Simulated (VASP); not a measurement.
# SrO in VASP: notebook

SrO is run at these levels: LDA; tasks: single point.

All numbers are computed with VASP 6.6.1; they aren't measurements. Logs are shortened: lines on timing, memory, paths and dates and some standing lists are left out, and cuts for length are marked.

## (1) The cell of the first run

Symmetry: I4/mmm, No. 139, tetragonal system. Conventional cell: a = 3.525 Å, b = 3.525 Å, c = 5.140 Å, α = 90.00°, β = 90.00°, γ = 90.00°. Sr (site symmetry 4/mmm) has 6 O at 2.49 to 2.57 Å within 3.3 Å. O (site symmetry 4/mmm) has 6 Sr at 2.49 to 2.57 Å within 3.3 Å.

## (2) Single point, LDA (equal xx and yy strain of -3 %)

INCAR

```
PREC = Accurate
ENCUT = 520
EDIFF = 1E-6
ISMEAR = -1
SIGMA = 0.02
LREAL = F
LASPH = T
NELM = 60
ALGO = Normal
ISIF = 2
LWAVE = F
LCHARG = F
GGA = CA
NBANDS = 15
```

KPOINTS

```
Automatic mesh
0
Gamma
  8 8 8
```

POSCAR

```
SrO
1.0
    0.0000000000      2.4927060000      2.5698000000
    2.4927060000      0.0000000000      2.5698000000
    2.4927060000      2.4927060000      0.0000000000
Sr O
1 1
Direct
    0.0000000000      0.0000000000      0.0000000000
    0.5000000000      0.5000000000      0.5000000000
```

Potentials or basis: VASP PAW LDA potentials, release 64 (Sr_sv, O).

Command:

```console
$ cat potpaw_LDA.64/Sr_sv/POTCAR potpaw_LDA.64/O/POTCAR > POTCAR
$ mpirun -np 1 vasp_std > vasp.out
```

OUTCAR:

```text
PREC = Accurate
   ENCUT = 520
   EDIFF = 1E-6
   ISMEAR = -1
   LREAL = F
   LASPH = T
   NELM = 60
   ISIF = 2
   GGA = CA

 ion  position               nearest neighbor table
   1  0.000  0.000  0.000-   2 2.49   2 2.49   2 2.49   2 2.49   2 2.57   2 2.57
   2  0.500  0.500  0.500-   1 2.49   1 2.49   1 2.49   1 2.49   1 2.57   1 2.57

  LATTYP: Found a body centered tetragonal cell.
 ALAT       =     3.5252186322
 C/A-ratio  =     1.4579521262

  Lattice vectors:

 A1 = (  -2.4927060000,   0.0000000000,   2.5698000000)
 A2 = (   2.4927060000,   0.0000000000,   2.5698000000)
 A3 = (   0.0000000000,   2.4927060000,  -2.5698000000)

Analysis of symmetry for initial positions (statically):
=====================================================================
 Subroutine PRICEL returns:
 Original cell was already a primitive cell.

 Routine SETGRP: Setting up the symmetry group for a
 body centered tetragonal supercell.

 Subroutine GETGRP returns: Found 16 space group operations
 (whereof 16 operations were pure point group operations)
 out of a pool of 16 trial point group operations.

The static configuration has the point symmetry D_4h.

Analysis of symmetry for dynamics (positions and initial velocities):
=====================================================================
 Subroutine PRICEL returns:
 Original cell was already a primitive cell.

 Routine SETGRP: Setting up the symmetry group for a
 body centered tetragonal supercell.

 Subroutine GETGRP returns: Found 16 space group operations
 (whereof 16 operations were pure point group operations)
 out of a pool of 16 trial point group operations.

The dynamic configuration has the point symmetry D_4h.

 Subroutine INISYM returns: Found 16 space group operations
 (whereof 16 operations are pure point group operations),
 and found     1 'primitive' translations

----------------------------------------------------------------------------------------

                                     Primitive cell

  volume of cell :      31.9353

  direct lattice vectors                    reciprocal lattice vectors
     0.000000000  2.492706000  2.569800000    -0.200585227  0.200585227  0.194567671
     2.492706000  0.000000000  2.569800000     0.200585227 -0.200585227  0.194567671
     2.492706000  2.492706000  0.000000000     0.200585227  0.200585227 -0.194567671

  length of vectors
     3.580147377  3.580147377  3.525218632     0.343984659  0.343984659  0.343984659

  position of ions in fractional coordinates (direct lattice)
     0.000000000  0.000000000  0.000000000
     0.500000000  0.500000000  0.500000000

  ion indices of the primitive-cell ions
   primitive index   ion index
                 1           1
                 2           2

----------------------------------------------------------------------------------------

 KPOINTS: Automatic mesh

Automatic generation of k-mesh.
 Grid dimensions read from file:
 generate k-points for:    8    8    8

 Generating k-lattice:

  Cartesian coordinates                     Fractional coordinates (reciprocal lattice)
    -0.025073153  0.025073153  0.024320959     0.125000000  0.000000000  0.000000000
     0.025073153 -0.025073153  0.024320959     0.000000000  0.125000000  0.000000000
     0.025073153  0.025073153 -0.024320959     0.000000000  0.000000000  0.125000000

  Length of vectors
     0.042998082  0.042998082  0.042998082

  Shift w.r.t. Gamma in fractional coordinates (k-lattice)
     0.000000000  0.000000000  0.000000000

 Subroutine IBZKPT returns following result:
 ===========================================

 Found     59 irreducible k-points:

 Following reciprocal coordinates:
            Coordinates               Weight
  0.000000  0.000000  0.000000      1.000000
  0.125000  0.000000  0.000000      8.000000
  0.250000  0.000000  0.000000      8.000000
  0.375000  0.000000  0.000000      8.000000
  0.500000  0.000000  0.000000      4.000000
  0.125000  0.125000  0.000000      2.000000
[... 16 lines left out ...]
  0.250000  0.000000  0.125000     16.000000
  0.375000  0.000000  0.125000     16.000000
 [... further k-points ...]
   k-points           NKPTS =     59   k-points in BZ     NKDIM =     59   number of bands    NBANDS=     15
   number of dos      NEDOS =    301   number of ions     NIONS =      2
   total plane-waves  NPLWV =  21952
   dimension x,y,z NGX =    28 NGY =   28 NGZ =   28
   dimension x,y,z NGXF=    56 NGYF=   56 NGZF=   56
   ions per type =               1   1
   NGX,Y,Z   is equivalent  to a cutoff of  13.00, 13.00, 13.20 a.u.
   NGXF,Y,Z  is equivalent  to a cutoff of  26.00, 26.00, 26.41 a.u.
 SYSTEM =  unknown system
   PREC   = accura    normal or accurate (medium, high low for compatibility)
   ISTART =      0    job   : 0-new  1-cont  2-samecut
   ICHARG =      2    charge: 1-file 2-atom 10-const
   ISPIN  =      1    spin polarized calculation?
   LNONCOLLINEAR =      F non collinear calculations
   LSORBIT =      F    spin-orbit coupling
   LASPH  =      T    aspherical Exc in radial PAW
   ENCUT  =  520.0 eV  38.22 Ry    6.18 a.u.   6.66  6.66  6.55*2*pi/ulx,y,z
   NELM   =     60;   NELMIN=  2; NELMDL= -5     # of ELM steps
   EDIFF  = 0.1E-05   stopping-criterion for ELM
   LREAL  =      F    real-space projection
   EDIFFG = 0.1E-04   stopping-criterion for IOM
   NSW    =      0    number of steps for IOM
   IBRION =     -1    ionic relax: 0-MD 1-quasi-New 2-CG
   NFREE  =      0    steps in history (QN), initial steepest desc. (CG)
   ISIF   =      2    stress and relaxation
   ISYM   =      2    0-nonsym 1-usesym 2-fastsym
   POTIM  = 0.5000    time-step for ionic-motion
   TEBEG  =    0.0;   TEEND  =   0.0 temperature during run
   PSTRESS=    0.0 pullay stress
   NELECT =      16.0000    total number of electrons
   NUPDOWN=      -1.0000    fix difference up-down
   EMIN   =  10.00;   EMAX   =-10.00  energy-range for DOS
   EFERMI =   0.00;   METHOD = LEGACY
   ISMEAR =    -1;   SIGMA  =   0.02  broadening in eV -4-tet -1-fermi 0-gaus
   EFERMI_NEDOS =   21; number of points for ismear=-14 and -15
   IALGO  =     38    algorithm
   IMIX   =      4    mixing-type and parameters
     AMIX     =   0.40;   BMIX     =  1.00
     AMIX_MAG =   1.60;   BMIX_MAG =  1.00
  volume/ion in A,a.u.               =      15.97       107.76
  Fermi-wavevector in a.u.,A,eV,Ry     =   1.300242  2.457102 23.002424  1.690630
  Thomas-Fermi vector in A             =   2.431454
   LORBIT       =      0    0 simple, 1 ext, 2 COOP (PROOUT), +10 PAW based schemes
   GGA     = CA    functional components
   LHFCALC =     F    Hartree Fock is set to
   AEXX    =    0.0000 exact exchange contribution
   IVDW    =     0    specifies the selected vdW correction
   LEPSILON=     F    determine dielectric tensor
   LRPA    =     F    only Hartree local field effects (RPA)
 non-spin polarized calculation
  energy-cutoff  :      520.00
  volume of cell :       31.94
 maximum number of plane-waves:       889
   NGX = 13   NGY = 13   NGZ = 13

 number of electron      15.9999998 magnetization

 Free energy of the ion-electron system (eV)
  ---------------------------------------------------
  ext. energy  EPLUGINS =         0.00000000
  ---------------------------------------------------
  free energy    TOTEN  =       -13.36958080 eV

  energy without entropy =      -13.36958080  energy(sigma->0) =      -13.36958080

 E-fermi :   2.2482     XC(G=0): -10.8216

 val. band max:        1.7050577281   @ k =   0.0000   0.0000   0.0000
 cond. band min:       4.6689419012   @ k =   0.5000   0.0000   0.5000
 fundamental gap:      2.9638841731
 Fermi energy:         2.2482430505

 k-point     1 :       0.0000    0.0000    0.0000
  band No.  band energies     occupation
      1     -30.2234      2.00000
      2     -13.1829      2.00000
      3     -11.8827      2.00000
      4     -11.8713      2.00000
      5     -11.8713      2.00000
      6       1.5722      2.00000
      7       1.7051      2.00000
      8       1.7051      2.00000
      9       5.8855      0.00000
     10       7.7252      0.00000
     11       7.9800      0.00000
     12       7.9800      0.00000
     13      10.0845      0.00000
     14      10.4832      0.00000
     15      14.3898      0.00000

 k-point     2 :       0.1250    0.0000    0.0000
  band No.  band energies     occupation
      1     -30.1960      2.00000
      2     -13.5995      2.00000
      3     -11.9000      2.00000
      4     -11.8810      2.00000
      5     -11.5190      2.00000
      6       1.1595      2.00000
      7       1.4077      2.00000
      8       1.4697      2.00000
      9       6.6131      0.00000
     10       7.7163      0.00000
     11       8.1705      0.00000
     12       8.3024      0.00000
     13      10.5387      0.00000
     14      10.9506      0.00000
     15      15.4827      0.00000

 k-point     3 :       0.2500    0.0000    0.0000
  band No.  band energies     occupation
      1     -30.1289      2.00000
      2     -14.2637      2.00000
      3     -11.9477      2.00000
      4     -11.9038      2.00000
      5     -11.0034      2.00000
      6       0.2701      2.00000
      7       0.9267      2.00000
      8       0.9666      2.00000
      9       7.7038      0.00000
     10       8.1867      0.00000
     11       9.0929      0.00000
     12       9.1856      0.00000
     13      11.6677      0.00000
     14      12.1002      0.00000
     15      17.7264      0.00000
[... 343 lines left out ...]
 k-point    23 :       0.2500    0.0000    0.1250
  band No.  band energies     occupation
      1     -30.1315      2.00000
      2     -14.1113      2.00000
      3     -12.0182      2.00000
      4     -11.9857      2.00000
      5     -11.0836      2.00000
      6       0.2681      2.00000
      7       1.1826      2.00000
      8       1.3467      2.00000
      9       6.8639      0.00000
     10       7.6507      0.00000
     11       9.3652      0.00000
     12       9.5657      0.00000
     13      11.1058      0.00000
     14      12.3653      0.00000
     15      17.7326      0.00000

 k-point    24 :       0.3750    0.0000    0.1250
  band No.  band energies     occupation
      1     -30.0638      2.00000
      2     -14.5636      2.00000
      3     -12.0648      2.00000
      4     -12.0214      2.00000
      5     -10.8561      2.00000
      6      -0.1308      2.00000
      7       0.6821      2.00000
      8       0.8956      2.00000
      9       7.2548      0.00000
     10       8.9606      0.00000
     11      10.4415      0.00000
     12      10.6077      0.00000
     13      12.4910      0.00000
     14      13.3426      0.00000
     15      18.1090      0.00000

 [... further k-points ...]
[... 5 lines left out ...]
  --------------------------------------------------------------------------------------
  -------------------------------------------------------------------------------------
  Total        0.9406033      0.9406033     -0.1156719      0.0000000      0.0000000      0.0000000
  in kB       47.1895289     47.1895289     -5.8031916      0.0000000      0.0000000      0.0000000
  external PRESSURE =      29.5252887 kB  Pullay stress =       0.0000000 kB

 VOLUME and BASIS-vectors are now :
 -----------------------------------------------------------------------------
  energy-cutoff  :      520.00
  volume of cell :       31.94
      direct lattice vectors                 reciprocal lattice vectors
     0.000000000  2.492706000  2.569800000    -0.200585227  0.200585227  0.194567671
     2.492706000  0.000000000  2.569800000     0.200585227 -0.200585227  0.194567671
     2.492706000  2.492706000  0.000000000     0.200585227  0.200585227 -0.194567671

 POSITION                                       TOTAL-FORCE (eV/Angst)
 -----------------------------------------------------------------------------------
      0.00000      0.00000      0.00000         0.000000     -0.000000     -0.000000
      2.49271      2.49271      2.56980        -0.000000      0.000000      0.000000
 -----------------------------------------------------------------------------------
    total drift:                                0.000000      0.000000      0.000000

  FREE ENERGIE OF THE ION-ELECTRON SYSTEM (eV)
  ---------------------------------------------------
  free  energy   TOTEN  =       -13.3695807971 eV

  energy  without entropy=      -13.3695807971  energy(sigma->0) =      -13.36958080
```

Run time: 20 s. Hardware: 1 thread of Intel Xeon 6975P-C, shared host; peak memory 0.16 GiB.

Results:

* Free energy: -13.3696 eV
* Pressure: 3.0 GPa
* Band gap on the k mesh: 2.96 eV, indirect (least direct gap 2.98 eV)

Stress tensor (GPa, compression positive):
```
 4.72  0.00  0.00
 0.00  4.72  0.00
 0.00  0.00 -0.58
```

Caveat: the cell differs from its parent crystal (equal xx and yy strain of -3 %). A k mesh can miss the band edges.

## (3) Single point, LDA (equal xy, yz and zx shear strains of -3 %)

INCAR

```
SYSTEM = SrO
ALGO = Normal ; EDIFF = 1E-6
ENCUT = 520 ; ISIF = 2
ISMEAR = -1 ; LASPH = .True.
LCHARG = .False. ; LREAL = .False.
LWAVE = .False. ; NBANDS = 15
NELM = 60 ; PREC = Accurate
SIGMA = 0.02
```

KPOINTS

```
k-points
0
Gamma
  8 8 8
  0 0 0
```

POSCAR

```
SrO
1.0
   -0.0770940000      2.5312530000      2.5312530000
    2.5312530000     -0.0770940000      2.5312530000
    2.5312530000      2.5312530000     -0.0770940000
Sr O
1 1
Direct
    0.0000000000      0.0000000000      0.0000000000
    0.5000000000      0.5000000000      0.5000000000
```

Potentials or basis: VASP PAW LDA potentials, release 64 (Sr_sv, O).

Command:

```console
$ cat potpaw_LDA.64/Sr_sv/POTCAR potpaw_LDA.64/O/POTCAR > POTCAR
$ mpirun -np 1 vasp_std > vasp.out
```

It took 27 s on 1 thread of AMD EPYC 7R43 (Zen 3), shared host; peak memory 0.13 GiB.

The run converged. Its results:

```
Free energy            : -13.3598 eV
Pressure               : -3.5 GPa
Band gap on the k mesh : 3.02 eV, indirect (least direct gap 3.13 eV)
```

Stress tensor (GPa, compression positive):
```
-3.52  1.56  1.56
 1.56 -3.52  1.56
 1.56  1.56 -3.52
```

Levels at points of the mesh, in eV from the valence-band top:
```csv
k point,band 4,band 5,band 6,band 7,band 8,band 9,band 10,band 11,band 12,band 13
"(0.00, 0.00, 0.00)",-13.89,-13.86,-0.09,-0.09,0.00,3.73,5.82,5.82,6.46,8.29
"(0.50, 0.00, 0.00)",-13.95,-12.55,-2.32,-1.28,-1.08,6.31,8.20,8.36,9.01,11.83
"(0.50, 0.50, 0.00)",-14.30,-14.23,-0.50,-0.18,-0.11,3.02,7.67,10.08,10.14,11.01
"(0.50, 0.50, 0.50)",-14.01,-12.68,-2.32,-1.36,-1.36,6.48,8.29,8.95,8.95,11.94
```

Caveat: the cell differs from its parent crystal (equal xy, yz and zx shear strains of -3 %).

## (4) Single point, LDA (equal xy, yz and zx shear strains of -1 %)

INCAR

```
SYSTEM = SrO
ALGO = Normal ; EDIFF = 1E-6
ENCUT = 520 ; GGA = CA
ISIF = 2 ; ISMEAR = -1
LASPH = .True. ; LCHARG = .False.
LREAL = .False. ; LWAVE = .False.
NBANDS = 15 ; NELM = 100
PREC = Accurate ; SIGMA = 0.02
```

KPOINTS is that of step 3.

POSCAR

```
SrO
1.0
   -0.0256980000      2.5569510000      2.5569510000
    2.5569510000     -0.0256980000      2.5569510000
    2.5569510000      2.5569510000     -0.0256980000
Sr O
1 1
Direct
    0.0000000000      0.0000000000      0.0000000000
    0.5000000000      0.5000000000      0.5000000000
```

Command:

```console
$ cat potpaw_LDA.64/Sr_sv/POTCAR potpaw_LDA.64/O/POTCAR > POTCAR
$ mpirun -np 1 vasp_std > vasp.out
```

It took 29 s on 1 thread of AMD EPYC 7R43 (Zen 3), shared host; peak memory 0.13 GiB.

Results (log left out):

```
Free energy            : -13.3731 eV
Pressure               : -3.5 GPa
Band gap on the k mesh : 3.08 eV, indirect (least direct gap 3.17 eV)
```

Stress tensor (GPa, compression positive):
```
-3.50  0.55  0.55
 0.55 -3.50  0.55
 0.55  0.55 -3.50
```

Levels at points of the mesh, in eV from the valence-band top:
```tsv
k point	band 5	band 6	band 7	band 8	band 9	band 10	band 11	band 12
(0.00, 0.00, 0.00)	-13.82	-0.03	-0.03	0.00	3.79	6.02	6.02	6.22
(0.50, 0.00, 0.00)	-12.52	-2.27	-1.20	-1.14	6.41	8.25	8.66	8.87
(0.50, 0.50, 0.00)	-14.20	-0.45	-0.12	-0.09	3.08	7.74	10.17	10.17
(0.50, 0.50, 0.50)	-12.57	-2.27	-1.23	-1.23	6.47	8.28	8.86	8.86
```

Caveat: the cell differs from its parent crystal (equal xy, yz and zx shear strains of -1 %). A k mesh can miss the band edges.

## (5) Single point, LDA (equal xy, yz and zx shear strains of +2 %)

INCAR

```
SYSTEM = SrO
PREC = Accurate ; ENCUT = 520
EDIFF = 1E-7 ; ISMEAR = -1
SIGMA = 0.02 ; LREAL = .FALSE.
LASPH = .TRUE. ; NELM = 100
ALGO = Normal ; ISIF = 2
LWAVE = .FALSE. ; LCHARG = .FALSE.
GGA = CA ; NBANDS = 15
```

KPOINTS

```
Automatic mesh
0
G
  8 8 8
  0 0 0
```

POSCAR

```
SrO
1.0
    0.0513960000      2.5954980000      2.5954980000
    2.5954980000      0.0513960000      2.5954980000
    2.5954980000      2.5954980000      0.0513960000
Sr O
1 1
Direct
    0.0000000000      0.0000000000      0.0000000000
    0.5000000000      0.5000000000      0.5000000000
```

Command:

```console
$ cat potpaw_LDA.64/Sr_sv/POTCAR potpaw_LDA.64/O/POTCAR > POTCAR
$ mpirun -np 1 vasp_std > vasp.out
```

It took 29 s on 1 thread of AMD EPYC 7R43 (Zen 3), shared host; peak memory 0.13 GiB.

It converged, with:

| Property | Result |
| --- | --- |
| Free energy | -13.3677 eV |
| Pressure | -3.5 GPa |
| Band gap on the k mesh | 3.07 eV, indirect (least direct gap 3.15 eV) |

Stress tensor (GPa, compression positive):
```
-3.51 -1.19 -1.19
-1.19 -3.51 -1.19
-1.19 -1.19 -3.51
```

Levels at points of the mesh, in eV from the valence-band top:
```tsv
k point	band 6	band 7	band 8	band 9	band 10	band 11
(0.00, 0.00, 0.00)	-0.07	0.00	0.00	3.78	5.85	6.20
(0.50, 0.00, 0.00)	-2.27	-1.29	-1.15	6.43	8.27	8.66
(0.50, 0.50, 0.00)	-0.45	-0.13	-0.08	3.07	7.73	10.15
(0.50, 0.50, 0.50)	-2.27	-1.10	-1.10	6.34	8.22	8.65
```

Caveat: the cell differs from its parent crystal (equal xy, yz and zx shear strains of +2 %).

(Continued in part 2 of 2.)
